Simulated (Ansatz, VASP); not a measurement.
**Na4Hg in VASP and in Ansatz**

```
CELL_PARAMETERS angstrom
5.87420 0.00000 0.00000
0.00000 5.87420 0.00000
0.00000 0.00000 5.87420
ATOMIC_POSITIONS crystal
Na 0.00000 0.00000 0.00000
Na 0.00000 0.50000 0.50000
Na 0.50000 0.00000 0.50000
Na 0.50000 0.50000 0.00000
Hg 0.50000 0.50000 0.50000
```

Alike in both runs: functional PBE; k mesh 8 × 8 × 8; occupations gaussian, width 0.1 eV; no spin polarisation.

Ansatz relaxed the structure, and its values are those at the end. VASP's run is a single point on that final structure, the one shown.

|  | VASP | Ansatz |
| --- | --- | --- |
| version | VASP 6.6.1 | Ansatz 0.2.0 |
| potentials or method | VASP PAW PBE potentials, release 64 (Na_pv, Hg), cutoff 520 eV | scalar-relativistic, plane waves, PAW |
| valence electrons in the cell | 40 | 56 |

|  | VASP | Ansatz | Ansatz less VASP |
| --- | --- | --- | --- |
| gap on the k mesh at the Fermi level (eV) | none | none | - |
| pressure (GPa) | 0.0 | 0.0 | +0.01 |

A gap of «none» marks a metal or a gap that the smearing closes. VASP's potentials hold 40 valence electrons a cell and Ansatz's 56, so a difference there can come from the potentials and not from the codes.

Spin-orbit coupling is off throughout.
